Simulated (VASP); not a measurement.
# Ta (Im-3m) in VASP: single point with LDA

Aim: the single point of Ta with LDA.

All numbers are computed with VASP 6.6.1; they aren't measurements. Logs are shortened: lines on timing, memory, paths and dates and some standing lists are left out, and cuts for length are marked.

## 1. The cell of the first run

The structure is cubic, space group Im-3m (No. 229). Conventional cell: a = 3.247 Å, b = 3.247 Å, c = 3.247 Å, α = 90.00°, β = 90.00°, γ = 90.00°. Ta (site symmetry m-3m) has 14 Ta at 2.81 to 3.25 Å within 3.7 Å.

## 2. Single point, LDA

INCAR reads:

```
  PREC = Accurate
  ENCUT = 500
  EDIFF = 1E-6
  ISMEAR = 0
  SIGMA = 0.1
  LREAL = False
  LASPH = True
  NELM = 120
  ALGO = Normal
  ISIF = 2
  LWAVE = False
  LCHARG = False
  NBANDS = 12
  GGA_COMPAT = False
```

KPOINTS reads:

```
Automatic mesh
0
Gamma
  8 8 8
```

POSCAR reads:

```
Ta
1.0
   -1.6234893960      1.6234893960      1.6234893960
    1.6234893960     -1.6234893960      1.6234893960
    1.6234893960      1.6234893960     -1.6234893960
Ta
1
Direct
    0.0000000000      0.0000000000      0.0000000000
```

Potentials or basis: VASP PAW LDA potentials, release 64 (Ta_sv_GW).

The run is started by

```bash
$ cat potpaw_LDA.64/Ta_sv_GW/POTCAR > POTCAR
$ mpirun -np 1 vasp_std > vasp.out
```

OUTCAR:

```text
PREC = Accurate
   ENCUT = 500
   EDIFF = 1E-6
   ISMEAR = 0
   LREAL = False
   LASPH = True
   NELM = 120
   ISIF = 2

 ion  position               nearest neighbor table
   1  0.000  0.000  0.000-

  LATTYP: Found a body centered cubic cell.
 ALAT       =     3.2469787920

  Lattice vectors:

 A1 = (  -1.6234893960,   1.6234893960,   1.6234893960)
 A2 = (   1.6234893960,  -1.6234893960,   1.6234893960)
 A3 = (   1.6234893960,   1.6234893960,  -1.6234893960)

Analysis of symmetry for initial positions (statically):
=====================================================================
 Subroutine PRICEL returns:
 Original cell was already a primitive cell.

 Routine SETGRP: Setting up the symmetry group for a
 body centered cubic supercell.

 Subroutine GETGRP returns: Found 48 space group operations
 (whereof 48 operations were pure point group operations)
 out of a pool of 48 trial point group operations.

The static configuration has the point symmetry O_h .

Analysis of symmetry for dynamics (positions and initial velocities):
=====================================================================
 Subroutine PRICEL returns:
 Original cell was already a primitive cell.

 Routine SETGRP: Setting up the symmetry group for a
 body centered cubic supercell.

 Subroutine GETGRP returns: Found 48 space group operations
 (whereof 48 operations were pure point group operations)
 out of a pool of 48 trial point group operations.

The dynamic configuration has the point symmetry O_h .

 Subroutine INISYM returns: Found 48 space group operations
 (whereof 48 operations are pure point group operations),
 and found     1 'primitive' translations

----------------------------------------------------------------------------------------

                                     Primitive cell

  volume of cell :      17.1162

  direct lattice vectors                    reciprocal lattice vectors
    -1.623489396  1.623489396  1.623489396     0.000000000  0.307978605  0.307978605
     1.623489396 -1.623489396  1.623489396     0.307978605  0.000000000  0.307978605
     1.623489396  1.623489396 -1.623489396     0.307978605  0.307978605  0.000000000

  length of vectors
     2.811966119  2.811966119  2.811966119     0.435547521  0.435547521  0.435547521

  position of ions in fractional coordinates (direct lattice)
     0.000000000  0.000000000  0.000000000

  ion indices of the primitive-cell ions
   primitive index   ion index
[... 81 lines left out ...]
   POTIM  = 0.5000    time-step for ionic-motion
   TEBEG  =    0.0;   TEEND  =   0.0 temperature during run
   PSTRESS=    0.0 pullay stress
   NELECT =      13.0000    total number of electrons
   NUPDOWN=      -1.0000    fix difference up-down
   EMIN   =  10.00;   EMAX   =-10.00  energy-range for DOS
   EFERMI =   0.00;   METHOD = LEGACY
   ISMEAR =     0;   SIGMA  =   0.10  broadening in eV -4-tet -1-fermi 0-gaus
   EFERMI_NEDOS =   21; number of points for ismear=-14 and -15
   IALGO  =     38    algorithm
   IMIX   =      4    mixing-type and parameters
     AMIX     =   0.40;   BMIX     =  1.00
     AMIX_MAG =   1.60;   BMIX_MAG =  1.00
  volume/ion in A,a.u.               =      17.12       115.51
  Fermi-wavevector in a.u.,A,eV,Ry     =   1.493665  2.822617 30.355070  2.231035
  Thomas-Fermi vector in A             =   2.606036
   LORBIT       =      0    0 simple, 1 ext, 2 COOP (PROOUT), +10 PAW based schemes
   GGA     = CA    functional components
   LHFCALC =     F    Hartree Fock is set to
   AEXX    =    0.0000 exact exchange contribution
   IVDW    =     0    specifies the selected vdW correction
   LEPSILON=     F    determine dielectric tensor
   LRPA    =     F    only Hartree local field effects (RPA)
 non-spin polarized calculation
 Gauss-broadening in eV      SIGMA  =   0.10
  energy-cutoff  :      500.00
  volume of cell :       17.12
 maximum number of plane-waves:       466
 NGX is ok and might be reduce to    24
   NGX = 11   NGY = 11   NGZ = 11

 number of electron      13.0000001 magnetization

 Free energy of the ion-electron system (eV)
  ---------------------------------------------------
  ext. energy  EPLUGINS =         0.00000000
  ---------------------------------------------------
  free energy    TOTEN  =       -15.35573335 eV

  energy without entropy =      -15.35201110  energy(sigma->0) =      -15.35387223

 E-fermi :  10.8165     XC(G=0): -13.5505

 val. band max:       10.7614966857   @ k =   0.2500   0.0000   0.0000
 cond. band min:      10.8468008154   @ k =  -0.2500   0.2500   0.1250
 fundamental gap:      0.0853041296
 Fermi energy:        10.8165443783

 k-point     1 :       0.0000    0.0000    0.0000
  band No.  band energies     occupation
      1     -55.7771      2.00000
      2     -21.8194      2.00000
      3     -21.8194      2.00000
      4     -21.8194      2.00000
      5       2.8678      2.00000
      6      11.5514      0.00000
      7      11.5514      0.00000
      8      11.5514      0.00000
      9      14.9919      0.00000
     10      14.9919      0.00000
     11      25.7618      0.00000
     12      25.7618      0.00000
[... 331 lines left out ...]
 k-point    24 :      -0.3750    0.3750    0.2500
  band No.  band energies     occupation
      1     -55.5929      2.00000
      2     -22.8705      2.00000
      3     -22.4692      2.00000
      4     -22.3432      2.00000
      5       7.9888      2.00000
      6       8.7360      2.00000
      7      12.1688      0.00000
      8      12.9049      0.00000
      9      16.5632      0.00000
     10      16.7791      0.00000
     11      25.6158      0.00000
     12      27.9920      0.00000

 [... further k-points ...]

------------------------ aborting loop because EDIFF is reached ----------------------------------------

  FORCE on cell =-STRESS in cart. coord.  units (eV):
  Direction    XX          YY          ZZ          XY          YZ          ZX
  --------------------------------------------------------------------------------------
  -------------------------------------------------------------------------------------
  Total       -0.0581691     -0.0581691     -0.0581691      0.0000000      0.0000000      0.0000000
  in kB       -5.4449610     -5.4449610     -5.4449610      0.0000000      0.0000000      0.0000000
  external PRESSURE =      -5.4449610 kB  Pullay stress =       0.0000000 kB

 VOLUME and BASIS-vectors are now :
 -----------------------------------------------------------------------------
  energy-cutoff  :      500.00
  volume of cell :       17.12
      direct lattice vectors                 reciprocal lattice vectors
    -1.623489396  1.623489396  1.623489396     0.000000000  0.307978605  0.307978605
     1.623489396 -1.623489396  1.623489396     0.307978605  0.000000000  0.307978605
     1.623489396  1.623489396 -1.623489396     0.307978605  0.307978605  0.000000000

 POSITION                                       TOTAL-FORCE (eV/Angst)
 -----------------------------------------------------------------------------------
      0.00000      0.00000      0.00000         0.000000      0.000000     -0.000000
 -----------------------------------------------------------------------------------
    total drift:                               -0.000000     -0.000000      0.000000

  FREE ENERGIE OF THE ION-ELECTRON SYSTEM (eV)
  ---------------------------------------------------
  free  energy   TOTEN  =       -15.3557333504 eV

  energy  without entropy=      -15.3520111036  energy(sigma->0) =      -15.35387223
```

stdout:

```text
POSCAR found type information on POSCAR Ta
 POSCAR found :  1 types and       1 ions
 scaLAPACK will be used
 LDA part: xc-table for (Slater(with rela. corr.)+CA(PZ))
 , standard interpolation
 POSCAR, INCAR and KPOINTS ok, starting setup
 FFT: planning ... GRIDC
 FFT: planning ... GRID_SOFT
 FFT: planning ... GRID
 WAVECAR not read
 entering main loop
```

Wall time 4.8 s (1 thread of AMD EPYC 7R13 (Zen 3), shared host); peak memory 0.11 GiB.

Results:

- Free energy: -15.3557 eV
- Pressure: -0.5 GPa
- Band gap on the k mesh: zero (an odd number of electrons rules out a gap without spin polarisation)

Levels at points of the mesh, in eV from the Fermi level:
```tsv
k point	band 2	band 3	band 4	band 5	band 6	band 7	band 8	band 9	band 10	band 11
(0.00, 0.00, 0.00)	-32.64	-32.64	-32.64	-7.95	0.73	0.73	0.73	4.18	4.18	14.95
(0.50, 0.00, 0.00)	-34.04	-33.09	-32.65	-4.53	-1.67	2.08	4.09	5.17	8.33	12.09
(0.50, 0.50, 0.50)	-33.61	-33.61	-33.61	-4.06	-4.06	7.27	7.27	7.27	9.25	9.25
```

Caveat: spin-orbit coupling is left out, which moves the levels of the heavy elements.

The gap in the log of VASP goes by the Fermi energy; the results here count the filled bands.